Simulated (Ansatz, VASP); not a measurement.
NbH in VASP and in Ansatz

The input INCAR:

```
  PREC = Accurate
  ENCUT = 500
  EDIFF = 1E-6
  ISMEAR = 1
  SIGMA = 0.1
  LREAL = False
  LASPH = True
  NELM = 120
  ALGO = Normal
  ISIF = 2
  LWAVE = False
  LCHARG = False
  GGA = PS
  NBANDS = 14
  GGA_COMPAT = False
```

Contents of KPOINTS:

```
Automatic mesh
0
Gamma
  10 10 10
```

Contents of POSCAR:

```
NbH
1.0
   -1.5657414848      1.5657414848      1.9333988777
    1.5657414848     -1.5657414848      1.9333988777
    1.5657414848      1.5657414848     -1.9333988777
Nb H
1 1
Direct
    0.0000000000      0.0000000000      0.0000000000
    0.5000000000      0.5000000000      0.0000000000
```

Input for Ansatz:

```yaml
crystal:
  lattice:
    - [-1.5657414848481508, 1.5657414848481508, 1.933398877713297]
    - [1.5657414848481508, -1.5657414848481508, 1.933398877713297]
    - [1.5657414848481508, 1.5657414848481508, -1.933398877713297]
  atoms:
    - { symbol: Nb, position: [0.0, 0.0, 0.0] }
    - { symbol: H, position: [0.5, 0.5, 0.0] }
basis:
  ecutwfc: 450.0
kpoints:
  mp_grid:
    grid: [10, 10, 10]
hamiltonian:
  xc: pbesol
scf:
  occupations:
    method: cold
output:
  stress: true
```

Alike in both runs: task single point; functional PBEsol; k mesh 10 × 10 × 10; no spin polarisation.

|  | VASP | Ansatz |
| --- | --- | --- |
| version | VASP 6.6.1 | Ansatz 0.2.0 |
| potentials or method | VASP PAW PBE potentials, release 64 (Nb_sv, H), cutoff 500 eV | plane waves, PAW |
| occupations | methfessel-paxton of order 1, width 0.1 eV | cold |
| valence electrons in the cell | 14 | 14 |

VASP gave:

```
pressure (GPa)                                                : 7.6
traceless stress, the component that is largest in VASP (GPa) : 0.39
```

Problem. Estimate Ansatz's values.

Solution. Pressure (GPa): 8.1; traceless stress, the component that is largest in VASP (GPa): 0.22.

VASP's potentials were made for PBE, not for PBEsol.
